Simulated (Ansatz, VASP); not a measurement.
**K4CuPb in VASP and in Ansatz**

```
CELL_PARAMETERS angstrom
7.43033 0.00000 0.00000
-3.71516 6.43485 0.00000
0.00000 0.00000 6.23439
ATOMIC_POSITIONS crystal
K 0.33333 0.66667 0.00000
K 0.68928 0.84464 0.50000
K 0.15536 0.84464 0.50000
K 0.15536 0.31072 0.50000
Cu 0.66667 0.33333 0.00000
Pb 0.00000 0.00000 0.00000
```

Change from the starting cell: species swapped into the YCo4Si type (P-6m2, No. 187).

Alike in both runs: functional PBE; k mesh 3 × 3 × 4; occupations gaussian, width 0.1 eV; no spin polarisation.

Ansatz relaxed the structure, and its values are those at the end. VASP's run is a single point on that final structure, the one shown.

|  | VASP | Ansatz |
| --- | --- | --- |
| version | VASP 6.6.1 | Ansatz 0.2.0 |
| potentials or method | VASP PAW PBE potentials, release 64 (K_sv, Cu, Pb_d), cutoff 520 eV | scalar-relativistic, plane waves, PAW |
| valence electrons in the cell | 61 | 69 |

|  | VASP | Ansatz | Ansatz less VASP |
| --- | --- | --- | --- |
| gap on the k mesh at the Fermi level (eV) | none | none | - |
| pressure (GPa) | 0.0 | 0.0 | +0.01 |
| rms of the force components (eV/Å) | 0.017 | 0.016 | -0.0008 |

A gap of «none» marks a metal or a gap that the smearing closes. VASP's potentials hold 61 valence electrons a cell and Ansatz's 69, so a difference there can come from the potentials and not from the codes.

Neither program's run includes spin-orbit coupling.
